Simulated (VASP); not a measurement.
# Ir (I4_1/amd) in VASP: a series of runs, part 2 of 2

VASP 6.6.1. Earlier steps stand in the parts before.

## 3. Single point, PBE

This run uses another cell than the first one, of 12.32 Å³/atom.

INCAR

```
ALGO = Normal
EDIFF = 1E-6
ENCUT = 560
GGA = PE
GGA_COMPAT = False
ISIF = 2
ISMEAR = -1
LASPH = True
LCHARG = False
LREAL = False
LWAVE = False
NBANDS = 24
NELM = 120
PREC = Accurate
SIGMA = 0.05
```

KPOINTS

```
k-points
0
Gamma
  18 18 18
```

POSCAR

```
Ir
1.0
   -2.2319366849      2.2319366849      1.2370500375
    2.2319366849     -2.2319366849      1.2370500375
    2.2319366849      2.2319366849     -1.2370500375
Ir
2
Direct
   -0.3750000000     -0.1250000000     -0.2500000000
    0.3750000000      0.1250000000      0.2500000000
```

Potentials or basis: VASP PAW PBE potentials, release 64 (Ir_sv_GW).

Launch:

```
$ cat potpaw_PBE.64/Ir_sv_GW/POTCAR > POTCAR
$ mpirun -np 1 vasp_std > vasp.out
```

OUTCAR:

```text
EDIFF = 1E-6
   ENCUT = 560
   GGA = PE
   ISIF = 2
   ISMEAR = -1
   LASPH = True
   LREAL = False
   NELM = 120
   PREC = Accurate

 ion  position               nearest neighbor table
   1  0.625  0.875  0.750-   2 2.32   2 2.32   2 2.32   2 2.32   2 2.90   2 2.90   2 2.90   2 2.90

   2  0.375  0.125  0.250-   1 2.32   1 2.32   1 2.32   1 2.32   1 2.90   1 2.90   1 2.90   1 2.90

  LATTYP: Found a body centered tetragonal cell.
 ALAT       =     4.4638733698
 C/A-ratio  =     0.5542496102

  Lattice vectors:

 A1 = (  -2.2319366849,   2.2319366849,   1.2370500375)
 A2 = (   2.2319366849,  -2.2319366849,   1.2370500375)
 A3 = (   2.2319366849,   2.2319366849,  -1.2370500375)

Analysis of symmetry for initial positions (statically):
=====================================================================
 Subroutine PRICEL returns:
 Original cell was already a primitive cell.

 Routine SETGRP: Setting up the symmetry group for a
 body centered tetragonal supercell.

 Subroutine GETGRP returns: Found 16 space group operations
 (whereof  4 operations were pure point group operations)
 out of a pool of 16 trial point group operations.

The static configuration has the point symmetry C_2h.
 The point group associated with its full space group is D_4h.

Analysis of symmetry for dynamics (positions and initial velocities):
=====================================================================
 Subroutine PRICEL returns:
 Original cell was already a primitive cell.

 Routine SETGRP: Setting up the symmetry group for a
 body centered tetragonal supercell.

 Subroutine GETGRP returns: Found 16 space group operations
 (whereof  4 operations were pure point group operations)
 out of a pool of 16 trial point group operations.

The dynamic configuration has the point symmetry C_2h.
 The point group associated with its full space group is D_4h.
[... 112 lines left out ...]
   EMIN   =  10.00;   EMAX   =-10.00  energy-range for DOS
   EFERMI =   0.00;   METHOD = LEGACY
   ISMEAR =    -1;   SIGMA  =   0.05  broadening in eV -4-tet -1-fermi 0-gaus
   EFERMI_NEDOS =   21; number of points for ismear=-14 and -15
   IALGO  =     38    algorithm
   IMIX   =      4    mixing-type and parameters
     AMIX     =   0.40;   BMIX     =  1.00
     AMIX_MAG =   1.60;   BMIX_MAG =  1.00
  volume/ion in A,a.u.               =      12.32        83.17
  Fermi-wavevector in a.u.,A,eV,Ry     =   1.822346  3.443734 45.184192  3.320944
  Thomas-Fermi vector in A             =   2.878520
   LORBIT       =      0    0 simple, 1 ext, 2 COOP (PROOUT), +10 PAW based schemes
   GGA     = PE    functional components
   LHFCALC =     F    Hartree Fock is set to
   AEXX    =    0.0000 exact exchange contribution
   IVDW    =     0    specifies the selected vdW correction
   LEPSILON=     F    determine dielectric tensor
   LRPA    =     F    only Hartree local field effects (RPA)
 non-spin polarized calculation
  energy-cutoff  :      560.00
  volume of cell :       24.65
 maximum number of plane-waves:       765
 NGX is ok and might be reduce to    28
   NGX = 13   NGY = 13   NGZ = 13

 number of electron      34.0000000 magnetization

 Free energy of the ion-electron system (eV)
  ---------------------------------------------------
  ext. energy  EPLUGINS =         0.00000000
  ---------------------------------------------------
  free energy    TOTEN  =       -14.78186287 eV

  energy without entropy =      -14.76995615  energy(sigma->0) =      -14.77590951

 E-fermi :  15.5593     XC(G=0): -15.3464

 val. band max:       15.5568172695   @ k =  -0.4444   0.4444   0.2778
 cond. band min:      15.5609289418   @ k =  -0.2222   0.2778   0.2222
 fundamental gap:      0.0041116723
 Fermi energy:        15.5593181445

 k-point     1 :       0.0000    0.0000    0.0000
  band No.  band energies     occupation
      1     -77.6547      2.00000
      2     -77.2963      2.00000
      3     -35.2874      2.00000
      4     -35.2874      2.00000
      5     -33.8549      2.00000
      6     -33.8285      2.00000
[... 637 lines left out ...]
     23      33.1747      0.00000
     24      33.2298      0.00000

 [... further k-points ...]

------------------------ aborting loop because EDIFF is reached ----------------------------------------

  FORCE on cell =-STRESS in cart. coord.  units (eV):
  Direction    XX          YY          ZZ          XY          YZ          ZX
  --------------------------------------------------------------------------------------
  -------------------------------------------------------------------------------------
  Total       22.2170041     22.2170041     22.1718884     -0.0000000      0.0000000     -0.0000000
  in kB     1444.0594670   1444.0594670   1441.1270440     -0.0000000      0.0000000     -0.0000000
  external PRESSURE =    1443.0819927 kB  Pullay stress =       0.0000000 kB

 VOLUME and BASIS-vectors are now :
 -----------------------------------------------------------------------------
  energy-cutoff  :      560.00
  volume of cell :       24.65
      direct lattice vectors                 reciprocal lattice vectors
    -2.231936685  2.231936685  1.237050037     0.000000000  0.224020692  0.404187369
     2.231936685 -2.231936685  1.237050037     0.224020692  0.000000000  0.404187369
     2.231936685  2.231936685 -1.237050037     0.224020692  0.224020692  0.000000000

 POSITION                                       TOTAL-FORCE (eV/Angst)
 -----------------------------------------------------------------------------------
      2.23194      1.11597      0.92779        -0.000000      0.000000      0.000000
      0.00000      1.11597      0.30926         0.000000     -0.000000     -0.000000
 -----------------------------------------------------------------------------------
    total drift:                               -0.000000      0.000000     -0.000000

  FREE ENERGIE OF THE ION-ELECTRON SYSTEM (eV)
  ---------------------------------------------------
  free  energy   TOTEN  =       -14.7818628651 eV

  energy  without entropy=      -14.7699561494  energy(sigma->0) =      -14.77590951
```

OSZICAR:

```text
N       E                     dE             d eps       ncg     rms          rms(c)
DAV:   1     0.378507897601E+03    0.37851E+03   -0.26348E+04 23488   0.166E+03
DAV:   2    -0.613049500529E+01   -0.38464E+03   -0.37241E+03 28088   0.541E+02
DAV:   3    -0.159460674319E+02   -0.98156E+01   -0.97730E+01 27288   0.865E+01
DAV:   4    -0.159783121519E+02   -0.32245E-01   -0.32241E-01 25800   0.546E+00
DAV:   5    -0.159784268258E+02   -0.11467E-03   -0.11467E-03 27640   0.293E-01    0.132E+02
DAV:   6    -0.148961833744E+02    0.10822E+01   -0.17175E+00 25040   0.106E+01    0.718E+01
DAV:   7    -0.148093185980E+02    0.86865E-01   -0.79111E-01 27816   0.694E+00    0.933E+00
DAV:   8    -0.147823114714E+02    0.27007E-01   -0.11821E-01 23920   0.328E+00    0.194E+00
DAV:   9    -0.147820742459E+02    0.23723E-03   -0.11888E-03 27440   0.346E-01    0.924E-01
DAV:  10    -0.147818634895E+02    0.21076E-03   -0.38490E-04 24840   0.241E-01    0.411E-01
DAV:  11    -0.147818628651E+02    0.62444E-06   -0.80738E-06 28064   0.270E-02
   1 F= -.14781863E+02 E0= -.14775910E+02  d E =-.119067E-01
```

stdout:

```text
POSCAR found type information on POSCAR Ir
 POSCAR found :  1 types and       2 ions
 scaLAPACK will be used
 LDA part: xc-table for (Slater+PW92), standard interpolation
 POSCAR, INCAR and KPOINTS ok, starting setup
 FFT: planning ... GRIDC
 FFT: planning ... GRID_SOFT
 FFT: planning ... GRID
 WAVECAR not read
 entering main loop
```

It took 4.3 min on 1 thread of AMD EPYC 7R13 (Zen 3), shared host; peak memory 0.35 GiB.

What came out:

```
Free energy            : -14.7819 eV
Pressure               : 144.3 GPa
Band gap on the k mesh : zero (bands 17 and 18 overlap by 4.04 eV)
```

Caveat: the cell stands under pressure; spin-orbit coupling is left out, which moves the levels of the heavy elements.

## 4. Relaxation of shape and atoms at fixed volume, PBE, collinear spin, zero start

This run uses another cell than the first one, of 14.92 Å³/atom.

INCAR

```
SYSTEM = Ir
  ALGO = Normal
  EDIFF = 1E-6
  EDIFFG = -0.005
  ENCUT = 600
  GGA = PE
  IBRION = 2
  ISIF = 4
  ISMEAR = -1
  ISPIN = 2
  LASPH = .True.
  LCHARG = .False.
  LMAXMIX = 4
  LORBIT = 11
  LREAL = .False.
  LWAVE = .False.
  MAGMOM = 0 0
  NELM = 150
  NSW = 50
  PREC = Accurate
  SIGMA = 0.05
```

KPOINTS

```
k-points
0
Gamma
  18 18 18
  0 0 0
```

POSCAR

```
Ir
1.0
   -2.3598111195      2.3598111195      1.3395864821
    2.3598111195     -2.3598111195      1.3395864821
    2.3598111195      2.3598111195     -1.3395864821
Ir
2
Direct
   -0.3750000000     -0.1250000000     -0.2500000000
    0.3750000000      0.1250000000      0.2500000000
```

Potentials or basis: VASP PAW PBE potentials, release 64 (Ir).

Launch:

```
$ cat potpaw_PBE.64/Ir/POTCAR > POTCAR
$ mpirun -np 1 vasp_std > vasp.out
```

Wall time 16 min (1 thread of Oxide Virtual Turin-like, shared host); peak memory 0.44 GiB.

The run converged. Its results:

```
Free energy                                           : -16.1608 eV
Energy gained by relaxing                             : 1.5 meV/atom
Ionic steps                                           : 3
Pressure after relaxing                               : 28.3 GPa
Band gap on the k mesh                                : zero (filled and empty bands overlap)
Net moment                                            : 0.00 μB per cell
Valence electrons inside the program's atomic spheres : Ir 8.53
```

Step by step:
| step | energy change (eV) | largest force (eV/Å) | pressure (GPa) | volume (Å³) |
| --- | --- | --- | --- | --- |
| 1 | 0.0000 | 0.0000 | 28.67 | 29.84 |
| 2 | 0.0013 | 0.0000 | 27.98 | 29.84 |
| 3 | -0.0031 | 0.0000 | 28.28 | 29.84 |

Final structure:
```yaml
crystal:
  lattice:
    - [-2.36778, 2.36778, 1.33058]
    - [2.36778, -2.36778, 1.33058]
    - [2.36778, 2.36778, -1.33058]
  atoms:
    - { symbol: Ir, position: [0.62500, 0.87500, 0.75000] }
    - { symbol: Ir, position: [0.37500, 0.12500, 0.25000] }
```

Levels at points of the mesh, in eV from the Fermi level:
Spin up:
```
           k point  band 7  band 8  band 9  band 10  band 11  band 12
(0.00, 0.00, 0.00)   -1.21   -1.13   -1.13     1.70     3.12     5.67
(0.50, 0.00, 0.00)   -1.83   -0.68    0.57     0.84     3.07     5.71
(0.50, 0.50, 0.00)   -2.16   -2.16    0.13     0.13     0.66     0.66
(0.50, 0.50, 0.50)   -1.05   -1.05   -0.74    -0.74    -0.65    -0.65
```
Spin down:
```
           k point  band 7  band 8  band 9  band 10  band 11  band 12
(0.00, 0.00, 0.00)   -1.21   -1.13   -1.13     1.70     3.12     5.67
(0.50, 0.00, 0.00)   -1.83   -0.68    0.57     0.84     3.07     5.71
(0.50, 0.50, 0.00)   -2.16   -2.16    0.13     0.13     0.66     0.66
(0.50, 0.50, 0.50)   -1.05   -1.05   -0.74    -0.74    -0.65    -0.65
```

Caveat: spin-orbit coupling is left out, which moves the levels of the heavy elements.

## 5. The runs side by side

| task | potentials or basis | spin | cell | cutoff (eV) | gap on the mesh (eV) | pressure (GPa) |
| --- | --- | --- | --- | --- | --- | --- |
| single point | VASP PAW PBE potentials, release 64 (Ir_sv_GW) | off | a = 3.139 Å, angles 97.5, 97.5, 137.5°, 2 atoms | 560 | none | 472.6 |
| single point | VASP PAW PBE potentials, release 64 (Ir_sv_GW) | off | a = 3.390 Å, angles 97.7, 97.7, 137.2°, 2 atoms | 560 | none | 144.3 |
| relaxation of shape and atoms at fixed volume | VASP PAW PBE potentials, release 64 (Ir) | collinear, zero start | relaxed from a = 3.596 Å, angles 98.0, 98.0, 136.3°, 2 atoms | 600 | none | 28.3 |

Alike in all rows: level PBE; k mesh 18 × 18 × 18; smearing fermi-dirac 0.05 eV.

Caveats: spin-orbit coupling is left out, which moves the levels of the heavy elements; the cell stands under pressure (at least some runs).

Absolute energies hang on the potentials; compare differences alone.
